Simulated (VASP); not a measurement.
# LiCaSc (P-6m2) in VASP: a series of runs

Runs on LiCaSc. Level: r2SCAN. Tasks: single point.

Program: VASP 6.6.1. These are calculated values, not measurements. Logs are shortened: lines on timing, memory, paths and dates and some standing lists are left out, and cuts for length are marked.

## Step 1: The cell of the first run

It takes space group P-6m2 (No. 187, hexagonal). Conventional cell: a = 4.137 Å, b = 4.137 Å, c = 3.602 Å, α = 90.00°, β = 90.00°, γ = 120.00°. Within 3.9 Å of Li (site symmetry -6m2) lie 6 Ca at 2.99 Å and 6 Sc at 2.99 Å and 2 Li at 3.60 Å. Within 3.2 Å of Ca (site symmetry -6m2) lie 3 Sc at 2.39 Å and 6 Li at 2.99 Å. Within 3.2 Å of Sc (site symmetry -6m2) lie 3 Ca at 2.39 Å and 6 Li at 2.99 Å.

## Step 2: Single point, r2SCAN

POSCAR reads:

```
LiCaSc
1.0
    4.1365393600      0.0000000000      0.0000000000
   -2.0682696800      3.5823481700      0.0000000000
    0.0000000000      0.0000000000      3.6024159400
Li Ca Sc
1 1 1
Direct
    0.0000000000      0.0000000000      0.0000000000
    0.3333333300      0.6666666700      0.5000000000
    0.6666666700      0.3333333300      0.5000000000
```

INCAR.step1 reads:

```
  ALGO = Normal
  EDIFF = 1E-4
  ENCUT = 520
  GGA = PE
  ISMEAR = -1
  LASPH = True
  LCHARG = False
  LREAL = False
  LWAVE = True
  NBANDS = 19
  NELM = 100
  PREC = Accurate
  SIGMA = 0.05
```

INCAR.step2 reads:

```
  ALGO = Normal
  EDIFF = 1E-6
  ENCUT = 520
  ISIF = 2
  ISMEAR = -1
  ISTART = 1
  LASPH = True
  LCHARG = False
  LMIXTAU = True
  LREAL = False
  LWAVE = False
  METAGGA = R2SCAN
  NBANDS = 19
  NELM = 100
  PREC = Accurate
  SIGMA = 0.05
```

KPOINTS reads:

```
k-points
0
Gamma
  6 6 6
```

Potentials or basis: VASP PAW PBE potentials, release 64 (Li_sv, Ca_sv, Sc_sv).

On the command line:

```sh
$ cat potpaw_PBE.64/Li_sv/POTCAR potpaw_PBE.64/Ca_sv/POTCAR potpaw_PBE.64/Sc_sv/POTCAR > POTCAR
$ cp INCAR.step1 INCAR
$ mpirun -np 1 vasp_std > vasp.out
$ cp INCAR.step2 INCAR
$ mpirun -np 1 vasp_std > vasp.out
```

OUTCAR:

```text
EDIFF = 1E-6
   ENCUT = 520
   ISIF = 2
   ISMEAR = -1
   ISTART = 1
   LASPH = True
   LREAL = False
   METAGGA = R2SCAN
   NELM = 100
   PREC = Accurate

 ion  position               nearest neighbor table
   1  0.000  0.000  0.000-   3 2.99   3 2.99   3 2.99   3 2.99   3 2.99   3 2.99
   2  0.333  0.667  0.500-   3 2.39   3 2.39   3 2.39
   3  0.667  0.333  0.500-   2 2.39   2 2.39   2 2.39   1 2.99   1 2.99   1 2.99   1 2.99   1 2.99
                             1 2.99

  LATTYP: Found a hexagonal cell.
 ALAT       =     4.1365393600
 C/A-ratio  =     0.8708767466

  Lattice vectors:

 A1 = (   4.1365393600,   0.0000000000,   0.0000000000)
 A2 = (  -2.0682696800,   3.5823481700,   0.0000000000)
 A3 = (   0.0000000000,   0.0000000000,   3.6024159400)

Analysis of symmetry for initial positions (statically):
=====================================================================
 Subroutine PRICEL returns:
 Original cell was already a primitive cell.

 Routine SETGRP: Setting up the symmetry group for a
 hexagonal supercell.

 Subroutine GETGRP returns: Found 12 space group operations
 (whereof 12 operations were pure point group operations)
 out of a pool of 24 trial point group operations.

The static configuration has the point symmetry D_3h.

Analysis of symmetry for dynamics (positions and initial velocities):
=====================================================================
 Subroutine PRICEL returns:
 Original cell was already a primitive cell.

 Routine SETGRP: Setting up the symmetry group for a
 hexagonal supercell.

 Subroutine GETGRP returns: Found 12 space group operations
 (whereof 12 operations were pure point group operations)
 out of a pool of 24 trial point group operations.

The dynamic configuration has the point symmetry D_3h.

 Subroutine INISYM returns: Found 12 space group operations
 (whereof 12 operations are pure point group operations),
 and found     1 'primitive' translations

----------------------------------------------------------------------------------------

                                     Primitive cell

  volume of cell :      53.3825

  direct lattice vectors                    reciprocal lattice vectors
     4.136539360  0.000000000  0.000000000     0.241747972  0.139573256  0.000000000
    -2.068269680  3.582348170  0.000000000     0.000000000  0.279146513  0.000000000
     0.000000000  0.000000000  3.602415940     0.000000000  0.000000000  0.277591488

  length of vectors
     4.136539360  4.136539360  3.602415940     0.279146513  0.279146513  0.277591488

  position of ions in fractional coordinates (direct lattice)
     0.000000000  0.000000000  0.000000000
     0.333333330  0.666666670  0.500000000
     0.666666670  0.333333330  0.500000000

  ion indices of the primitive-cell ions
   primitive index   ion index
                 1           1
                 2           2
                 3           3

----------------------------------------------------------------------------------------

 KPOINTS: k-points

Automatic generation of k-mesh.
 Grid dimensions read from file:
 generate k-points for:    6    6    6

 Generating k-lattice:

  Cartesian coordinates                     Fractional coordinates (reciprocal lattice)
     0.040291329  0.023262209  0.000000000     0.166666667  0.000000000  0.000000000
     0.000000000  0.046524419  0.000000000     0.000000000  0.166666667  0.000000000
     0.000000000  0.000000000  0.046265248     0.000000000  0.000000000  0.166666667

  Length of vectors
     0.046524419  0.046524419  0.046265248

  Shift w.r.t. Gamma in fractional coordinates (k-lattice)
     0.000000000  0.000000000  0.000000000

 Subroutine IBZKPT returns following result:
 ===========================================

 Found     28 irreducible k-points:

 Following reciprocal coordinates:
            Coordinates               Weight
  0.000000  0.000000  0.000000      1.000000
  0.166667  0.000000  0.000000      6.000000
  0.333333  0.000000  0.000000      6.000000
  0.500000  0.000000  0.000000      3.000000
  0.166667  0.166667  0.000000      6.000000
  0.333333  0.166667  0.000000     12.000000
[... 16 lines left out ...]
  0.166667  0.000000  0.500000      6.000000
  0.333333  0.000000  0.500000      6.000000
 [... further k-points ...]
   k-points           NKPTS =     28   k-points in BZ     NKDIM =     28   number of bands    NBANDS=     19
   number of dos      NEDOS =    301   number of ions     NIONS =      3
   total plane-waves  NPLWV =  28672
   dimension x,y,z NGX =    32 NGY =   32 NGZ =   28
   dimension x,y,z NGXF=    64 NGYF=   64 NGZF=   56
   ions per type =               1   1   1
   NGX,Y,Z   is equivalent  to a cutoff of  12.86, 12.86, 12.92 a.u.
   NGXF,Y,Z  is equivalent  to a cutoff of  25.72, 25.72, 25.84 a.u.
 SYSTEM =  unknown system
   PREC   = accura    normal or accurate (medium, high low for compatibility)
   ISTART =      1    job   : 0-new  1-cont  2-samecut
   ICHARG =      0    charge: 1-file 2-atom 10-const
   ISPIN  =      1    spin polarized calculation?
   LNONCOLLINEAR =      F non collinear calculations
   LSORBIT =      F    spin-orbit coupling
   LASPH  =      T    aspherical Exc in radial PAW
   ENCUT  =  520.0 eV  38.22 Ry    6.18 a.u.   7.69  7.69  6.70*2*pi/ulx,y,z
   NELM   =    100;   NELMIN=  2; NELMDL=  0     # of ELM steps
   EDIFF  = 0.1E-05   stopping-criterion for ELM
   LREAL  =      F    real-space projection
   EDIFFG = 0.1E-04   stopping-criterion for IOM
   NSW    =      0    number of steps for IOM
   IBRION =     -1    ionic relax: 0-MD 1-quasi-New 2-CG
   NFREE  =      0    steps in history (QN), initial steepest desc. (CG)
   ISIF   =      2    stress and relaxation
   ISYM   =      2    0-nonsym 1-usesym 2-fastsym
   POTIM  = 0.5000    time-step for ionic-motion
   TEBEG  =    0.0;   TEEND  =   0.0 temperature during run
   PSTRESS=    0.0 pullay stress
   NELECT =      24.0000    total number of electrons
   NUPDOWN=      -1.0000    fix difference up-down
   EMIN   =  10.00;   EMAX   =-10.00  energy-range for DOS
   EFERMI =   0.00;   METHOD = LEGACY
   ISMEAR =    -1;   SIGMA  =   0.05  broadening in eV -4-tet -1-fermi 0-gaus
   EFERMI_NEDOS =   21; number of points for ismear=-14 and -15
   IALGO  =     38    algorithm
   IMIX   =      4    mixing-type and parameters
     AMIX     =   0.40;   BMIX     =  1.00
     AMIX_MAG =   1.60;   BMIX_MAG =  1.00
  volume/ion in A,a.u.               =      17.79       120.08
  Fermi-wavevector in a.u.,A,eV,Ry     =   1.254139  2.369979 21.400119  1.572864
  Thomas-Fermi vector in A             =   2.387958
   LORBIT       =      0    0 simple, 1 ext, 2 COOP (PROOUT), +10 PAW based schemes
   METAGGA = R2SCAN    functional components
   LHFCALC =     F    Hartree Fock is set to
   AEXX    =    0.0000 exact exchange contribution
   IVDW    =     0    specifies the selected vdW correction
   LEPSILON=     F    determine dielectric tensor
   LRPA    =     F    only Hartree local field effects (RPA)
 non-spin polarized calculation
  energy-cutoff  :      520.00
  volume of cell :       53.38
 maximum number of plane-waves:      1459
 NGX is ok and might be reduce to    32
   NGX = 15   NGY = 15   NGZ = 13

 number of electron      23.9999993 magnetization

 Free energy of the ion-electron system (eV)
  ---------------------------------------------------
  ext. energy  EPLUGINS =         0.00000000
  ---------------------------------------------------
  free energy    TOTEN  =       -16.44794378 eV

  energy without entropy =      -16.43169001  energy(sigma->0) =      -16.43981689

 E-fermi :   4.3042     XC(G=0): -10.6209

 val. band max:        4.2745667352   @ k =   0.1667   0.1667   0.3333
 cond. band min:       4.3509466472   @ k =   0.1667   0.0000   0.5000
 fundamental gap:      0.0763799119
 Fermi energy:         4.3042025984

 k-point     1 :       0.0000    0.0000    0.0000
  band No.  band energies     occupation
      1     -47.3529      2.00000
      2     -42.2541      2.00000
      3     -38.2965      2.00000
      4     -25.4831      2.00000
      5     -25.4831      2.00000
      6     -24.6869      2.00000
[... 11 lines left out ...]
     18       8.2695      0.00000
     19       9.7562      0.00000

 k-point     2 :       0.1667    0.0000    0.0000
  band No.  band energies     occupation
      1     -47.3487      2.00000
      2     -42.2540      2.00000
      3     -38.3119      2.00000
      4     -25.4975      2.00000
      5     -25.4457      2.00000
      6     -24.6833      2.00000
[... 11 lines left out ...]
     18       7.8988      0.00000
     19       8.7163      0.00000

 k-point     3 :       0.3333    0.0000    0.0000
  band No.  band energies     occupation
      1     -47.3404      2.00000
      2     -42.2538      2.00000
      3     -38.3425      2.00000
      4     -25.5262      2.00000
      5     -25.3708      2.00000
      6     -24.6762      2.00000
[... 11 lines left out ...]
     18       7.7907      0.00000
     19       8.5122      0.00000

 k-point     4 :       0.5000    0.0000    0.0000
  band No.  band energies     occupation
      1     -47.3362      2.00000
      2     -42.2537      2.00000
      3     -38.3577      2.00000
      4     -25.5404      2.00000
      5     -25.3333      2.00000
      6     -24.6726      2.00000
[... 11 lines left out ...]
     18       7.9863      0.00000
     19       8.6604      0.00000

 k-point     5 :       0.1667    0.1667    0.0000
  band No.  band energies     occupation
      1     -47.3425      2.00000
      2     -42.2538      2.00000
      3     -38.3348      2.00000
      4     -25.5273      2.00000
      5     -25.3810      2.00000
      6     -24.6780      2.00000
[... 11 lines left out ...]
     18       8.2026      0.00000
     19       8.3828      0.00000
[... 334 lines left out ...]
      2     -42.2526      2.00000
      3     -38.3544      2.00000
      4     -25.5771      2.00000
      5     -25.2685      2.00000
      6     -24.7349      2.00000
[... 11 lines left out ...]
     18       8.3466      0.00000
     19       9.1793      0.00000

 k-point    22 :       0.0000    0.0000    0.5000
  band No.  band energies     occupation
      1     -47.3466      2.00000
      2     -42.2528      2.00000
      3     -38.2832      2.00000
      4     -25.4739      2.00000
      5     -25.4738      2.00000
      6     -24.7750      2.00000
[... 11 lines left out ...]
     18       7.8298      0.00000
     19       7.8303      0.00000

 k-point    23 :       0.1667    0.0000    0.5000
  band No.  band energies     occupation
      1     -47.3426      2.00000
      2     -42.2527      2.00000
      3     -38.2983      2.00000
      4     -25.4880      2.00000
      5     -25.4366      2.00000
      6     -24.7708      2.00000
[... 11 lines left out ...]
     18       8.2629      0.00000
     19       8.3643      0.00000

 k-point    24 :       0.3333    0.0000    0.5000
  band No.  band energies     occupation
      1     -47.3344      2.00000
      2     -42.2525      2.00000
      3     -38.3284      2.00000
      4     -25.5161      2.00000
      5     -25.3624      2.00000
      6     -24.7624      2.00000
[... 11 lines left out ...]
     18       9.2914      0.00000
     19       9.3537      0.00000

 [... further k-points ...]
[... 5 lines left out ...]
  --------------------------------------------------------------------------------------
  -------------------------------------------------------------------------------------
  Total        9.6733488      9.6733488     -0.5116784      0.0000000      0.0000000      0.0000000
  in kB      290.3277969    290.3277970    -15.3570887      0.0000000      0.0000000      0.0000000
  external PRESSURE =     188.4328351 kB  Pullay stress =       0.0000000 kB

 VOLUME and BASIS-vectors are now :
 -----------------------------------------------------------------------------
  energy-cutoff  :      520.00
  volume of cell :       53.38
      direct lattice vectors                 reciprocal lattice vectors
     4.136539360  0.000000000  0.000000000     0.241747972  0.139573256  0.000000000
    -2.068269680  3.582348170  0.000000000     0.000000000  0.279146513  0.000000000
     0.000000000  0.000000000  3.602415940     0.000000000  0.000000000  0.277591488

 POSITION                                       TOTAL-FORCE (eV/Angst)
 -----------------------------------------------------------------------------------
      0.00000      0.00000      0.00000        -0.000000      0.000000      0.000000
     -0.00000      2.38823      1.80121        -0.000000      0.000000      0.000000
      2.06827      1.19412      1.80121         0.000000      0.000000      0.000000
 -----------------------------------------------------------------------------------
    total drift:                               -0.000007      0.000004     -0.000000

  FREE ENERGIE OF THE ION-ELECTRON SYSTEM (eV)
  ---------------------------------------------------
  free  energy   TOTEN  =       -16.4479437772 eV

  energy  without entropy=      -16.4316900107  energy(sigma->0) =      -16.43981689
```

Run time: 2.6 min. Hardware: 1 thread of Intel Xeon Platinum 8259CL at 2.50GHz (Skylake/Cascade Lake), shared host; peak memory 0.19 GiB.

Results:

- Free energy: -16.4479 eV
- Band gap on the k mesh: zero (band 12 reaches 5.16 eV, above the bottom of band 13 at 3.78 eV)

Caveat: the cutoff is under 1.25 times the usual one of these potentials, so pressure, stress and relaxed cells hold a basis-set (Pulay) error; the PAW data sets were made with another functional, which shifts forces and pressure a little.

## Step 3: Single point, r2SCAN

POSCAR is that of step 2.

INCAR.step1 reads:

```
SYSTEM = LiCaSc
PREC     = Accurate       ! precision mode
ENCUT    = 520            ! plane-wave cutoff, eV
ISMEAR   = -1             ! smearing method
SIGMA    = 0.05           ! smearing width, eV
LREAL    = .False.        ! projectors in reciprocal space
LASPH    = .True.         ! aspherical terms in the spheres
NELM     = 60             ! most SCF steps
NBANDS   = 19             ! bands
GGA      = PE             ! functional
ALGO     = Normal         ! electronic algorithm
EDIFF    = 1E-4           ! SCF threshold, eV
LWAVE    = .True.         ! write WAVECAR
LCHARG   = .False.        ! write CHGCAR
```

INCAR.step2 reads:

```
SYSTEM = LiCaSc
PREC     = Accurate       ! precision mode
ENCUT    = 520            ! plane-wave cutoff, eV
EDIFF    = 1E-6           ! SCF threshold, eV
ISMEAR   = -1             ! smearing method
SIGMA    = 0.05           ! smearing width, eV
LREAL    = .False.        ! projectors in reciprocal space
LASPH    = .True.         ! aspherical terms in the spheres
NELM     = 60             ! most SCF steps
ALGO     = Normal         ! electronic algorithm
ISIF     = 2              ! what is computed and relaxed
LWAVE    = .False.        ! write WAVECAR
LCHARG   = .False.        ! write CHGCAR
METAGGA  = R2SCAN         ! meta-GGA
LMIXTAU  = .True.       
NBANDS   = 19             ! bands
ISTART   = 1
```

KPOINTS reads:

```
Automatic mesh
0
Gamma
  6 6 6
  0 0 0
```

Potentials or basis: VASP PAW PBE potentials, release 64 (Li_sv, Ca_sv, Sc_sv).

On the command line:

```sh
$ cat potpaw_PBE.64/Li_sv/POTCAR potpaw_PBE.64/Ca_sv/POTCAR potpaw_PBE.64/Sc_sv/POTCAR > POTCAR
$ cp INCAR.step1 INCAR
$ mpirun -np 1 vasp_std > vasp.out
$ cp INCAR.step2 INCAR
$ mpirun -np 1 vasp_std > vasp.out
```

It took 2.6 min on 1 thread of Intel Xeon Platinum 8259CL at 2.50GHz (Skylake/Cascade Lake), shared host; peak memory 0.2 GiB.

Results (log left out):

```
Free energy            : -16.4479 eV
Band gap on the k mesh : zero (band 12 reaches 5.16 eV, above the bottom of band 13 at 3.78 eV)
```

Levels at points of the mesh, in eV from the Fermi level:
| k point | band 10 | band 11 | band 12 | band 13 | band 14 | band 15 |
| --- | --- | --- | --- | --- | --- | --- |
| (0.00, 0.00, 0.00) | -4.54 | -0.35 | 0.74 | 0.74 | 1.70 | 1.70 |
| (0.50, 0.00, 0.00) | -2.28 | -2.05 | 0.33 | 0.37 | 1.13 | 1.14 |
| (0.00, 0.00, 0.50) | -2.52 | -1.16 | 0.36 | 0.36 | 1.48 | 1.48 |
| (0.50, 0.00, 0.50) | -1.78 | -1.27 | -0.84 | -0.33 | 0.59 | 1.77 |

Caveat: the cutoff is under 1.25 times the usual one of these potentials, so pressure, stress and relaxed cells hold a basis-set (Pulay) error; the PAW data sets were made with another functional, which shifts forces and pressure a little.
